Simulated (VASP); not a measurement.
# Ti2O3 (R-3c) in VASP: single point with PBEsol

Aim: the single point of Ti2O3 with PBEsol.

Program: VASP 6.6.1. These are calculated values, not measurements. Logs are shortened: lines on timing, memory, paths and dates and some standing lists are left out, and cuts for length are marked.

## (1) The cell of the first run

The structure is trigonal, space group R-3c (No. 167). Conventional cell: a = 4.967 Å, b = 4.967 Å, c = 13.638 Å, α = 90.00°, β = 90.00°, γ = 120.00°. Within 2.7 Å of Ti (site symmetry 3) lie 6 O at 1.96 to 2.03 Å and 1 Ti at 2.61 Å. O (site symmetry 2) has 4 Ti at 1.96 to 2.03 Å and 12 O at 2.70 to 2.96 Å within 3.0 Å.

## (2) Single point, PBEsol

File INCAR:

```
  PREC = Accurate
  ENCUT = 520
  EDIFF = 1E-6
  ISMEAR = 0
  SIGMA = 0.1
  LREAL = F
  LASPH = T
  NELM = 80
  ALGO = Normal
  ISIF = 2
  LWAVE = F
  LCHARG = F
  GGA = PS
  NBANDS = 53
```

File KPOINTS:

```
Automatic mesh
0
Gamma
  12 12 12
```

File POSCAR:

```
Ti2O3
1.0
    2.4834433929      1.4338167114      4.5458981418
   -2.4834433929      1.4338167114      4.5458981418
    0.0000000000     -2.8676334228      4.5458981418
Ti O
4 6
Direct
    0.8456191300      0.8456191300      0.8456191300
    0.6543808700      0.6543808700      0.6543808700
    0.1543808700      0.1543808700      0.1543808700
    0.3456191300      0.3456191300      0.3456191300
    0.0635763755      0.4364236245      0.7500000000
    0.7500000000      0.0635763755      0.4364236245
    0.4364236245      0.7500000000      0.0635763755
    0.9364236245      0.5635763755      0.2500000000
    0.2500000000      0.9364236245      0.5635763755
    0.5635763755      0.2500000000      0.9364236245
```

Potentials or basis: VASP PAW PBE potentials, release 64 (Ti_sv, O).

On the command line:

```
cat potpaw_PBE.64/Ti_sv/POTCAR potpaw_PBE.64/O/POTCAR > POTCAR
mpirun -np 1 vasp_std > vasp.out
```

OUTCAR:

```text
PREC = Accurate
   ENCUT = 520
   EDIFF = 1E-6
   ISMEAR = 0
   LREAL = F
   LASPH = T
   NELM = 80
   ISIF = 2
   GGA = PS

 ion  position               nearest neighbor table
   1  0.846  0.846  0.846-   9 1.96   8 1.96  10 1.96   7 2.03   6 2.03   5 2.03   2 2.61   3 2.89
                             3 2.89   3 2.89
   2  0.654  0.654  0.654-  10 1.96   8 1.96   9 1.96   7 2.03   6 2.03   5 2.03   1 2.61   4 2.89
                             4 2.89   4 2.89
   3  0.154  0.154  0.154-   6 1.96   5 1.96   7 1.96   9 2.03  10 2.03   8 2.03   4 2.61   1 2.89
                             1 2.89   1 2.89
   4  0.346  0.346  0.346-   7 1.96   5 1.96   6 1.96   9 2.03  10 2.03   8 2.03   3 2.61   2 2.89
                             2 2.89   2 2.89
   5  0.064  0.436  0.750-   3 1.96   4 1.96   1 2.03   2 2.03
   6  0.750  0.064  0.436-   3 1.96   4 1.96   1 2.03   2 2.03
   7  0.436  0.750  0.064-   4 1.96   3 1.96   1 2.03   2 2.03
   8  0.936  0.564  0.250-   1 1.96   2 1.96   3 2.03   4 2.03
   9  0.250  0.936  0.564-   1 1.96   2 1.96   3 2.03   4 2.03
  10  0.564  0.250  0.936-   2 1.96   1 1.96   3 2.03   4 2.03

  LATTYP: Found a trigonal (rhomboedric) cell.
 ALAT       =     5.3748033790
 COS(alpha) =     0.5730142680

  Lattice vectors:

 A1 = (   2.4834433929,   1.4338167114,   4.5458981418)
 A2 = (  -2.4834433929,   1.4338167114,   4.5458981418)
 A3 = (   0.0000000000,  -2.8676334228,   4.5458981418)

Analysis of symmetry for initial positions (statically):
=====================================================================
 Subroutine PRICEL returns:
 Original cell was already a primitive cell.

 Routine SETGRP: Setting up the symmetry group for a
 trigonal (rhombohedral) supercell.

 Subroutine GETGRP returns: Found 12 space group operations
 (whereof  6 operations were pure point group operations)
 out of a pool of 12 trial point group operations.

The static configuration has the point symmetry S_6 .
 The point group associated with its full space group is D_3d.

Analysis of symmetry for dynamics (positions and initial velocities):
=====================================================================
 Subroutine PRICEL returns:
 Original cell was already a primitive cell.

 Routine SETGRP: Setting up the symmetry group for a
 trigonal (rhombohedral) supercell.

 Subroutine GETGRP returns: Found 12 space group operations
 (whereof  6 operations were pure point group operations)
 out of a pool of 12 trial point group operations.
[... 126 lines left out ...]
   POTIM  = 0.5000    time-step for ionic-motion
   TEBEG  =    0.0;   TEEND  =   0.0 temperature during run
   PSTRESS=    0.0 pullay stress
   NELECT =      84.0000    total number of electrons
   NUPDOWN=      -1.0000    fix difference up-down
   EMIN   =  10.00;   EMAX   =-10.00  energy-range for DOS
   EFERMI =   0.00;   METHOD = LEGACY
   ISMEAR =     0;   SIGMA  =   0.10  broadening in eV -4-tet -1-fermi 0-gaus
   EFERMI_NEDOS =   21; number of points for ismear=-14 and -15
   IALGO  =     38    algorithm
   IMIX   =      4    mixing-type and parameters
     AMIX     =   0.40;   BMIX     =  1.00
     AMIX_MAG =   1.60;   BMIX_MAG =  1.00
  volume/ion in A,a.u.               =       9.71        65.54
  Fermi-wavevector in a.u.,A,eV,Ry     =   1.559774  2.947545 33.101540  2.432895
  Thomas-Fermi vector in A             =   2.663083
   LORBIT       =      0    0 simple, 1 ext, 2 COOP (PROOUT), +10 PAW based schemes
   GGA     = PS    functional components
   LHFCALC =     F    Hartree Fock is set to
   AEXX    =    0.0000 exact exchange contribution
   IVDW    =     0    specifies the selected vdW correction
   LEPSILON=     F    determine dielectric tensor
   LRPA    =     F    only Hartree local field effects (RPA)
 non-spin polarized calculation
 Gauss-broadening in eV      SIGMA  =   0.10
  energy-cutoff  :      520.00
  volume of cell :       97.12
 maximum number of plane-waves:      2634
   NGX = 19   NGY = 19   NGZ = 19

 number of electron      83.9999996 magnetization

 Free energy of the ion-electron system (eV)
  ---------------------------------------------------
  ext. energy  EPLUGINS =         0.00000000
  ---------------------------------------------------
  free energy    TOTEN  =       -94.38976970 eV

  energy without entropy =      -94.36994456  energy(sigma->0) =      -94.37985713

 E-fermi :   9.5887     XC(G=0): -12.4101

 val. band max:        9.5869648107   @ k =   0.5000   0.4167  -0.0000
 cond. band min:       9.5890512457   @ k =  -0.4167   0.5000   0.0833
 fundamental gap:      0.0020864351
 Fermi energy:         9.5887115642

 k-point     1 :       0.0000    0.0000    0.0000
  band No.  band energies     occupation
      1     -48.5128      2.00000
      2     -48.4188      2.00000
      3     -48.4135      2.00000
      4     -48.3423      2.00000
      5     -25.2317      2.00000
      6     -25.2317      2.00000
[... 1333 lines left out ...]
     52      11.5385      0.00000
     53      12.5636      0.00000

 [... further k-points ...]

------------------------ aborting loop because EDIFF is reached ----------------------------------------

  FORCE on cell =-STRESS in cart. coord.  units (eV):
  Direction    XX          YY          ZZ          XY          YZ          ZX
  --------------------------------------------------------------------------------------
  -------------------------------------------------------------------------------------
  Total        7.7251365      7.7251365      7.7540651      0.0000000      0.0000000      0.0000000
  in kB      127.4376899    127.4376899    127.9149099      0.0000000      0.0000000      0.0000000
  external PRESSURE =     127.5967632 kB  Pullay stress =       0.0000000 kB

 VOLUME and BASIS-vectors are now :
 -----------------------------------------------------------------------------
  energy-cutoff  :      520.00
  volume of cell :       97.12
      direct lattice vectors                 reciprocal lattice vectors
     2.483443393  1.433816711  4.545898142     0.201333359  0.116239869  0.073326177
    -2.483443393  1.433816711  4.545898142    -0.201333359  0.116239869  0.073326177
     0.000000000 -2.867633423  4.545898142     0.000000000 -0.232479738  0.073326177

 POSITION                                       TOTAL-FORCE (eV/Angst)
 -----------------------------------------------------------------------------------
      0.00000      0.00000     11.53230         0.000000      0.000000      0.035188
      0.00000      0.00000      8.92425         0.000000     -0.000000     -0.035188
      0.00000      0.00000      2.10540         0.000000      0.000000     -0.035188
      0.00000      0.00000      4.71345         0.000000      0.000000      0.035188
     -0.92595     -1.43382      5.68237         0.010251      0.000000      0.000000
      1.70469     -0.08498      5.68237        -0.005126      0.008878      0.000000
     -0.77875      1.51880      5.68237        -0.005126     -0.008878      0.000000
      0.92595      1.43382      7.95532        -0.010251      0.000000     -0.000000
     -1.70469      0.08498      7.95532         0.005126     -0.008878      0.000000
      0.77875     -1.51880      7.95532         0.005126      0.008878      0.000000
 -----------------------------------------------------------------------------------
    total drift:                                0.000000     -0.000000      0.000000

  FREE ENERGIE OF THE ION-ELECTRON SYSTEM (eV)
  ---------------------------------------------------
  free  energy   TOTEN  =       -94.3897697032 eV

  energy  without entropy=      -94.3699445650  energy(sigma->0) =      -94.37985713
```

OSZICAR:

```text
N       E                     dE             d eps       ncg     rms          rms(c)
DAV:   1     0.133228668785E+04    0.13323E+04   -0.41839E+04 20546   0.197E+03
DAV:   2     0.144008631352E+03   -0.11883E+04   -0.11375E+04 20201   0.611E+02
DAV:   3    -0.936557777796E+02   -0.23766E+03   -0.23203E+03 26310   0.240E+02
DAV:   4    -0.112715231177E+03   -0.19059E+02   -0.18707E+02 29980   0.691E+01
DAV:   5    -0.113764322654E+03   -0.10491E+01   -0.10465E+01 31036   0.138E+01    0.386E+01
DAV:   6    -0.943983718287E+02    0.19366E+02   -0.12203E+02 28919   0.779E+01    0.147E+01
DAV:   7    -0.944156391308E+02   -0.17267E-01   -0.12002E+01 28565   0.189E+01    0.994E+00
DAV:   8    -0.943960964448E+02    0.19543E-01   -0.13070E+00 25618   0.764E+00    0.147E+00
DAV:   9    -0.943831448285E+02    0.12952E-01   -0.20682E-01 26942   0.314E+00    0.105E+00
DAV:  10    -0.943912760194E+02   -0.81312E-02   -0.42299E-02 26254   0.164E+00    0.372E-01
DAV:  11    -0.943897095681E+02    0.15665E-02   -0.10129E-02 25836   0.824E-01    0.831E-02
DAV:  12    -0.943897781070E+02   -0.68539E-04   -0.10030E-03 29197   0.174E-01    0.339E-02
DAV:  13    -0.943897710263E+02    0.70807E-05   -0.13668E-04 29543   0.559E-02    0.156E-02
DAV:  14    -0.943897696092E+02    0.14171E-05   -0.19934E-05 26567   0.306E-02    0.597E-03
DAV:  15    -0.943897697032E+02   -0.93942E-07   -0.41323E-06 19364   0.155E-02
   1 F= -.94389770E+02 E0= -.94379857E+02  d E =-.198251E-01
```

stdout:

```text
POSCAR found type information on POSCAR TiO
 POSCAR found :  2 types and      10 ions
 scaLAPACK will be used
 -----------------------------------------------------------------------------
|                                                                             |
|                                                                             |
|     You enforced a specific xc type in the INCAR file but a different       |
|     I HOPE YOU KNOW WHAT YOU ARE DOING!                                     |
|                                                                             |
 -----------------------------------------------------------------------------

 LDA part: xc-table for (Slater+PW92), standard interpolation
 POSCAR, INCAR and KPOINTS ok, starting setup
 FFT: planning ... GRIDC
 FFT: planning ... GRID_SOFT
 FFT: planning ... GRID
 WAVECAR not read
 entering main loop
```

It took 13 min on 1 thread of Intel Xeon 6975P-C (Granite Rapids), shared host; peak memory 0.75 GiB.

Results:

```
Free energy            : -94.3898 eV
Pressure               : 12.8 GPa
Largest force          : 0.035 eV/Å
Band gap on the k mesh : zero (bands 42 and 43 overlap by 0.62 eV)
```

Forces in eV/Å, atoms in the order of the input:
```
Ti   0.000  0.000  0.035
Ti   0.000  0.000 -0.035
Ti   0.000  0.000 -0.035
Ti   0.000  0.000  0.035
O    0.010  0.000  0.000
O   -0.005  0.009  0.000
O   -0.005 -0.009  0.000
O   -0.010  0.000  0.000
O    0.005 -0.009  0.000
O    0.005  0.009  0.000
```

Caveat: the cell stands under pressure; the PAW data sets were made with another functional, which shifts forces and pressure a little; semilocal functionals often make such compounds metallic where correlation or magnetic order opens a gap, which also shifts bond lengths.
